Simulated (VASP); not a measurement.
Set up this calculation in VASP 6.6.1, as the native input.

| Quantity | Value |
| --- | --- |
| Task | single point |
| Functional | PBE |
| Potentials or basis | VASP PAW PBE potentials, release 64 (Y_sv, Al, N) |
| Cutoff | 520 eV |
| k mesh | 6 × 4 × 2 |
| Occupations | gaussian, width 0.1 eV |
| Spin | no spin polarisation |
| Dipole correction | no |
| Further INCAR settings | ALGO = Normal; EDIFF = 1e-07; NBANDS = 44 |

The structure of YAl2N3 lies in POSCAR:

```
YAl2N3
1.0
    3.0343906779      0.0000000000      0.0000000000
    0.2133983913      5.3326709580      0.0000000000
    1.3972072982      0.1758951679      8.6765609029
Y Al N
2 4 6
Direct
    0.0632881846      0.0477661389      0.9431555008
    0.4466115962      0.5186520498      0.5273669332
    0.4816355093      0.4803816426      0.1728823032
    0.7244157552      0.0162125337      0.6292576882
    0.0956406651      0.9915025891      0.3057639844
    0.6228259408      0.5467638122      0.8666831547
    0.0465977127      0.6253779709      0.3422805744
    0.5856941467      0.2455788322      0.7846764079
    0.2727779965      0.0938439643      0.4951245795
    0.0679735781      0.5627627996      0.0236443141
    0.6145821607      0.1185714686      0.1779133016
    0.9779567540      0.7525861981      0.7312512580
```

The input as run:

INCAR

```
SYSTEM = YAl2N3
PREC = Accurate
ENCUT = 520
EDIFF = 1E-7
ISMEAR = 0
SIGMA = 0.1
LREAL = .FALSE.
LASPH = .TRUE.
NELM = 60
ALGO = Normal
ISIF = 2
LWAVE = .FALSE.
LCHARG = .TRUE.
GGA = PE
LELF = .TRUE.
LVHAR = .TRUE.
NBANDS = 44
```

KPOINTS

```
regular mesh
0
G
  6 4 2
  0 0 0
```

Potentials or basis: VASP PAW PBE potentials, release 64 (Y_sv, Al, N).

Launch:

```sh
$ cat potpaw_PBE.64/Y_sv/POTCAR potpaw_PBE.64/Al/POTCAR potpaw_PBE.64/N/POTCAR > POTCAR
$ mpirun -np 1 vasp_std > vasp.out
```

It gave:

```json
{"Pressure": "0.3 GPa", "Largest force": "0.708 eV/Å", "Band gap on the k mesh": "1.78 eV, direct"}
```

Run time: 2.2 min on 1 thread of AMD EPYC 9R45 96-Core Processor (Zen 5), with other jobs on the host, peak memory 0.31 GiB.
